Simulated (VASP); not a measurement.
# InAs (F-43m) in VASP: single point with PBEsol

Aim: the single point of InAs with PBEsol.

Everything below comes from runs of VASP 6.6.1. Logs are shortened: lines on timing, memory, paths and dates and some standing lists are left out, and cuts for length are marked.

## 1. The cell of the first run

Symmetry: F-43m, No. 216, cubic system. Conventional cell: a = 5.913 Å, b = 5.913 Å, c = 5.913 Å, α = 90.00°, β = 90.00°, γ = 90.00°. Within 3.4 Å of In (site symmetry -43m) lie 4 As at 2.56 Å. As (site symmetry -43m) has 4 In at 2.56 Å within 3.4 Å.

## 2. Single point, PBEsol

INCAR

```
SYSTEM = InAs
ALGO = Normal ; EDIFF = 1E-6
ENCUT = 500 ; GGA = PS
GGA_COMPAT = .FALSE. ; ISIF = 2
ISMEAR = 0 ; LASPH = .TRUE.
LCHARG = .FALSE. ; LREAL = .FALSE.
LWAVE = .FALSE. ; NBANDS = 16
NELM = 120 ; PREC = Accurate
SIGMA = 0.01
```

KPOINTS

```
k-points
0
G
  6 6 6
  0 0 0
```

POSCAR

```
InAs
1.0
    0.0000000000      2.9563908761      2.9563908761
    2.9563908761      0.0000000000      2.9563908761
    2.9563908761      2.9563908761      0.0000000000
In As
1 1
Direct
    0.0000000000      0.0000000000      0.0000000000
    0.2500000000      0.2500000000      0.2500000000
```

Potentials or basis: VASP PAW PBE potentials, release 64 (In_d, As).

The run is started by

```console
cat potpaw_PBE.64/In_d/POTCAR potpaw_PBE.64/As/POTCAR > POTCAR
mpirun -np 1 vasp_std > vasp.out
```

OUTCAR:

```text
SYSTEM = InAs
   EDIFF = 1E-6
   ENCUT = 500
   GGA = PS
   ISIF = 2
   ISMEAR = 0
   LASPH = .TRUE.
   LREAL = .FALSE.
   NELM = 120
   PREC = Accurate

 ion  position               nearest neighbor table
   1  0.000  0.000  0.000-   2 2.56   2 2.56   2 2.56   2 2.56
   2  0.250  0.250  0.250-   1 2.56   1 2.56   1 2.56   1 2.56

  LATTYP: Found a face centered cubic cell.
 ALAT       =     5.9127817522

  Lattice vectors:

 A1 = (   0.0000000000,   2.9563908761,   2.9563908761)
 A2 = (   2.9563908761,   0.0000000000,   2.9563908761)
 A3 = (   2.9563908761,   2.9563908761,   0.0000000000)

Analysis of symmetry for initial positions (statically):
=====================================================================
 Subroutine PRICEL returns:
 Original cell was already a primitive cell.

 Routine SETGRP: Setting up the symmetry group for a
 face centered cubic supercell.

 Subroutine GETGRP returns: Found 24 space group operations
 (whereof 24 operations were pure point group operations)
 out of a pool of 48 trial point group operations.

The static configuration has the point symmetry T_d .

Analysis of symmetry for dynamics (positions and initial velocities):
=====================================================================
 Subroutine PRICEL returns:
 Original cell was already a primitive cell.

 Routine SETGRP: Setting up the symmetry group for a
 face centered cubic supercell.

 Subroutine GETGRP returns: Found 24 space group operations
 (whereof 24 operations were pure point group operations)
 out of a pool of 48 trial point group operations.

The dynamic configuration has the point symmetry T_d .

 Subroutine INISYM returns: Found 24 space group operations
 (whereof 24 operations are pure point group operations),
 and found     1 'primitive' translations

----------------------------------------------------------------------------------------

                                     Primitive cell

  volume of cell :      51.6792

  direct lattice vectors                    reciprocal lattice vectors
     0.000000000  2.956390876  2.956390876    -0.169125133  0.169125133  0.169125133
     2.956390876  0.000000000  2.956390876     0.169125133 -0.169125133  0.169125133
     2.956390876  2.956390876  0.000000000     0.169125133  0.169125133 -0.169125133

  length of vectors
     4.180968073  4.180968073  4.180968073     0.292933323  0.292933323  0.292933323

  position of ions in fractional coordinates (direct lattice)
     0.000000000  0.000000000  0.000000000
     0.250000000  0.250000000  0.250000000

  ion indices of the primitive-cell ions
   primitive index   ion index
                 1           1
                 2           2

----------------------------------------------------------------------------------------

 KPOINTS: k-points

Automatic generation of k-mesh.
 Grid dimensions read from file:
 generate k-points for:    6    6    6

 Generating k-lattice:

  Cartesian coordinates                     Fractional coordinates (reciprocal lattice)
    -0.028187522  0.028187522  0.028187522     0.166666667  0.000000000  0.000000000
     0.028187522 -0.028187522  0.028187522     0.000000000  0.166666667  0.000000000
     0.028187522  0.028187522 -0.028187522     0.000000000  0.000000000  0.166666667

  Length of vectors
     0.048822221  0.048822221  0.048822221

  Shift w.r.t. Gamma in fractional coordinates (k-lattice)
     0.000000000  0.000000000  0.000000000

 Subroutine IBZKPT returns following result:
 ===========================================

 Found     16 irreducible k-points:

 Following reciprocal coordinates:
            Coordinates               Weight
  0.000000  0.000000  0.000000      1.000000
  0.166667  0.000000  0.000000      8.000000
  0.333333  0.000000  0.000000      8.000000
  0.500000  0.000000  0.000000      4.000000
  0.166667  0.166667  0.000000      6.000000
  0.333333  0.166667  0.000000     24.000000
[... 8 lines left out ...]
 -0.333333  0.333333  0.166667     24.000000
 -0.333333  0.500000  0.166667     12.000000
   k-points           NKPTS =     16   k-points in BZ     NKDIM =     16   number of bands    NBANDS=     16
   number of dos      NEDOS =    301   number of ions     NIONS =      2
   total plane-waves  NPLWV =  27000
   dimension x,y,z NGX =    30 NGY =   30 NGZ =   30
   dimension x,y,z NGXF=    60 NGYF=   60 NGZF=   60
   ions per type =               1   1
   NGX,Y,Z   is equivalent  to a cutoff of  11.93, 11.93, 11.93 a.u.
   NGXF,Y,Z  is equivalent  to a cutoff of  23.86, 23.86, 23.86 a.u.
 SYSTEM =  InAs
   PREC   = accura    normal or accurate (medium, high low for compatibility)
   ISTART =      0    job   : 0-new  1-cont  2-samecut
   ICHARG =      2    charge: 1-file 2-atom 10-const
   ISPIN  =      1    spin polarized calculation?
   LNONCOLLINEAR =      F non collinear calculations
   LSORBIT =      F    spin-orbit coupling
   LASPH  =      T    aspherical Exc in radial PAW
   ENCUT  =  500.0 eV  36.75 Ry    6.06 a.u.   7.62  7.62  7.62*2*pi/ulx,y,z
   NELM   =    120;   NELMIN=  2; NELMDL= -5     # of ELM steps
   EDIFF  = 0.1E-05   stopping-criterion for ELM
   LREAL  =      F    real-space projection
[... 7 lines left out ...]
   TEBEG  =    0.0;   TEEND  =   0.0 temperature during run
   PSTRESS=    0.0 pullay stress
   NELECT =      18.0000    total number of electrons
   NUPDOWN=      -1.0000    fix difference up-down
   EMIN   =  10.00;   EMAX   =-10.00  energy-range for DOS
   EFERMI =   0.00;   METHOD = LEGACY
   ISMEAR =     0;   SIGMA  =   0.01  broadening in eV -4-tet -1-fermi 0-gaus
   EFERMI_NEDOS =   21; number of points for ismear=-14 and -15
   IALGO  =     38    algorithm
   IMIX   =      4    mixing-type and parameters
     AMIX     =   0.40;   BMIX     =  1.00
     AMIX_MAG =   1.60;   BMIX_MAG =  1.00
  volume/ion in A,a.u.               =      25.84       174.37
  Fermi-wavevector in a.u.,A,eV,Ry     =   1.151844  2.176670 18.051469  1.326746
  Thomas-Fermi vector in A             =   2.288499
   LORBIT       =      0    0 simple, 1 ext, 2 COOP (PROOUT), +10 PAW based schemes
   GGA     = PS    functional components
   LHFCALC =     F    Hartree Fock is set to
   AEXX    =    0.0000 exact exchange contribution
   IVDW    =     0    specifies the selected vdW correction
   LEPSILON=     F    determine dielectric tensor
   LRPA    =     F    only Hartree local field effects (RPA)
 non-spin polarized calculation
 Gauss-broadening in eV      SIGMA  =   0.01
  energy-cutoff  :      500.00
  volume of cell :       51.68
 maximum number of plane-waves:      1363
   NGX = 15   NGY = 15   NGZ = 15

 number of electron      17.9999995 magnetization

 Free energy of the ion-electron system (eV)
  ---------------------------------------------------
  ext. energy  EPLUGINS =         0.00000000
  ---------------------------------------------------
  free energy    TOTEN  =        -8.38373494 eV

  energy without entropy =       -8.38373489  energy(sigma->0) =       -8.38373491

 E-fermi :   5.1228     XC(G=0):  -9.5773

 val. band max:        5.0943569962   @ k =   0.0000   0.0000   0.0000
 cond. band min:       5.1493737498   @ k =   0.0000   0.0000   0.0000
 fundamental gap:      0.0550167536
 Fermi energy:         5.1228077816

 k-point     1 :       0.0000    0.0000    0.0000
  band No.  band energies     occupation
      1      -9.4121      2.00000
      2      -9.4121      2.00000
      3      -9.4121      2.00000
      4      -9.2536      2.00000
      5      -9.2536      2.00000
      6      -7.2593      2.00000
[... 8 lines left out ...]
     15      14.9305      0.00000
     16      14.9305      0.00000

 k-point     2 :       0.1667    0.0000    0.0000
  band No.  band energies     occupation
      1      -9.4596      2.00000
      2      -9.3995      2.00000
      3      -9.3995      2.00000
      4      -9.2537      2.00000
      5      -9.2537      2.00000
      6      -6.9363      2.00000
[... 8 lines left out ...]
     15      13.7063      0.00000
     16      13.7063      0.00000

 k-point     3 :       0.3333    0.0000    0.0000
  band No.  band energies     occupation
      1      -9.5418      2.00000
      2      -9.3792      2.00000
      3      -9.3792      2.00000
      4      -9.2489      2.00000
      5      -9.2489      2.00000
      6      -6.1271      2.00000
[... 8 lines left out ...]
     15      14.2493      0.00000
     16      14.2493      0.00000

 k-point     4 :       0.5000    0.0000    0.0000
  band No.  band energies     occupation
      1      -9.5784      2.00000
      2      -9.3720      2.00000
      3      -9.3720      2.00000
      4      -9.2432      2.00000
      5      -9.2432      2.00000
      6      -5.5467      2.00000
[... 8 lines left out ...]
     15      16.0335      0.00000
     16      16.0335      0.00000

 k-point     5 :       0.1667    0.1667    0.0000
  band No.  band energies     occupation
      1      -9.4855      2.00000
      2      -9.3868      2.00000
      3      -9.3868      2.00000
      4      -9.2647      2.00000
      5      -9.2463      2.00000
      6      -6.8316      2.00000
[... 8 lines left out ...]
     15      14.7315      0.00000
     16      15.2249      0.00000

 k-point     6 :       0.3333    0.1667    0.0000
  band No.  band energies     occupation
      1      -9.5494      2.00000
      2      -9.3688      2.00000
      3      -9.3635      2.00000
      4      -9.2702      2.00000
      5      -9.2403      2.00000
      6      -6.1793      2.00000
[... 8 lines left out ...]
     15      15.2357      0.00000
     16      15.3622      0.00000

 k-point     7 :       0.5000    0.1667    0.0000
  band No.  band energies     occupation
      1      -9.5882      2.00000
      2      -9.3634      2.00000
      3      -9.3542      2.00000
      4      -9.2598      2.00000
      5      -9.2405      2.00000
      6      -5.4304      2.00000
[... 8 lines left out ...]
     15      15.7048      0.00000
     16      16.1554      0.00000

 k-point     8 :      -0.3333    0.1667    0.0000
  band No.  band energies     occupation
      1      -9.5741      2.00000
      2      -9.3662      2.00000
      3      -9.3622      2.00000
      4      -9.2531      2.00000
      5      -9.2491      2.00000
      6      -5.6365      2.00000
[... 8 lines left out ...]
     15      14.5953      0.00000
     16      15.9862      0.00000

 k-point     9 :      -0.1667    0.1667    0.0000
  band No.  band energies     occupation
      1      -9.5160      2.00000
      2      -9.3849      2.00000
      3      -9.3783      2.00000
      4      -9.2595      2.00000
      5      -9.2483      2.00000
      6      -6.4474      2.00000
[... 8 lines left out ...]
     15      14.3780      0.00000
     16      15.3450      0.00000

 k-point    10 :       0.3333    0.3333    0.0000
  band No.  band energies     occupation
      1      -9.5998      2.00000
      2      -9.3342      2.00000
      3      -9.3342      2.00000
      4      -9.2918      2.00000
      5      -9.2318      2.00000
      6      -5.7536      2.00000
[... 8 lines left out ...]
     15      16.0344      0.00000
     16      17.7960      0.00000

 k-point    11 :       0.5000    0.3333    0.0000
  band No.  band energies     occupation
      1      -9.6246      2.00000
      2      -9.3309      2.00000
      3      -9.3211      2.00000
      4      -9.2896      2.00000
      5      -9.2317      2.00000
      6      -5.1288      2.00000
[... 8 lines left out ...]
     15      16.5443      0.00000
     16      17.4071      0.00000

 k-point    12 :      -0.3333    0.3333    0.0000
  band No.  band energies     occupation
      1      -9.6083      2.00000
      2      -9.3495      2.00000
      3      -9.3324      2.00000
      4      -9.2693      2.00000
      5      -9.2454      2.00000
      6      -5.0609      2.00000
[... 8 lines left out ...]
     15      14.4008      0.00000
     16      18.0476      0.00000

 k-point    13 :       0.5000    0.5000    0.0000
  band No.  band energies     occupation
      1      -9.6475      2.00000
      2      -9.3069      2.00000
      3      -9.3069      2.00000
      4      -9.3066      2.00000
      5      -9.2246      2.00000
      6      -4.9243      2.00000
[... 8 lines left out ...]
     15      16.7060      0.00000
     16      17.5382      0.00000

 k-point    14 :       0.5000    0.3333    0.1667
  band No.  band energies     occupation
      1      -9.5921      2.00000
      2      -9.3554      2.00000
      3      -9.3397      2.00000
      4      -9.2744      2.00000
      5      -9.2393      2.00000
      6      -5.5129      2.00000
[... 8 lines left out ...]
     15      15.9751      0.00000
     16      17.3694      0.00000

 k-point    15 :      -0.3333    0.3333    0.1667
  band No.  band energies     occupation
      1      -9.6076      2.00000
      2      -9.3548      2.00000
      3      -9.3293      2.00000
      4      -9.2686      2.00000
      5      -9.2444      2.00000
      6      -5.0601      2.00000
[... 8 lines left out ...]
     15      16.1323      0.00000
     16      17.1956      0.00000

 k-point    16 :      -0.3333    0.5000    0.1667
  band No.  band energies     occupation
      1      -9.6271      2.00000
      2      -9.3370      2.00000
      3      -9.3169      2.00000
      4      -9.2826      2.00000
      5      -9.2369      2.00000
      6      -4.8699      2.00000
[... 8 lines left out ...]
     15      17.0787      0.00000
     16      17.1763      0.00000

------------------------ aborting loop because EDIFF is reached ----------------------------------------

  FORCE on cell =-STRESS in cart. coord.  units (eV):
  Direction    XX          YY          ZZ          XY          YZ          ZX
  --------------------------------------------------------------------------------------
  -------------------------------------------------------------------------------------
  Total        1.9523421      1.9523421      1.9523421      0.0000000     -0.0000000      0.0000000
  in kB       60.5272503     60.5272503     60.5272503      0.0000000     -0.0000000      0.0000000
  external PRESSURE =      60.5272503 kB  Pullay stress =       0.0000000 kB

 VOLUME and BASIS-vectors are now :
 -----------------------------------------------------------------------------
  energy-cutoff  :      500.00
  volume of cell :       51.68
      direct lattice vectors                 reciprocal lattice vectors
     0.000000000  2.956390876  2.956390876    -0.169125133  0.169125133  0.169125133
     2.956390876  0.000000000  2.956390876     0.169125133 -0.169125133  0.169125133
     2.956390876  2.956390876  0.000000000     0.169125133  0.169125133 -0.169125133

 POSITION                                       TOTAL-FORCE (eV/Angst)
 -----------------------------------------------------------------------------------
      0.00000      0.00000      0.00000        -0.000000     -0.000000     -0.000000
      1.47820      1.47820      1.47820         0.000000      0.000000      0.000000
 -----------------------------------------------------------------------------------
    total drift:                                0.000000      0.000000      0.000000

  FREE ENERGIE OF THE ION-ELECTRON SYSTEM (eV)
  ---------------------------------------------------
  free  energy   TOTEN  =        -8.3837349379 eV

  energy  without entropy=       -8.3837348915  energy(sigma->0) =       -8.38373491
```

It took 14 s on 1 thread of AMD EPYC 7R43 (Zen 3), shared host; peak memory 0.13 GiB.

Results:

| Quantity | Value |
| --- | --- |
| Free energy | -8.3837 eV |
| Pressure | 6.1 GPa |
| Band gap on the k mesh | 0.06 eV |

Levels at points of the mesh, in eV from the valence-band top:
| k point | band 7 | band 8 | band 9 | band 10 | band 11 | band 12 |
| --- | --- | --- | --- | --- | --- | --- |
| (0.00, 0.00, 0.00) | 0.00 | 0.00 | 0.00 | 0.05 | 3.87 | 3.87 |
| (0.50, 0.00, 0.00) | -6.19 | -1.10 | -1.10 | 1.01 | 4.64 | 4.64 |
| (0.50, 0.50, 0.00) | -6.20 | -2.59 | -2.59 | 1.31 | 1.97 | 9.53 |

Caveat: the cell stands under pressure; the PAW data sets were made with another functional, which shifts forces and pressure a little; spin-orbit coupling is left out, which moves the levels of the heavy elements.
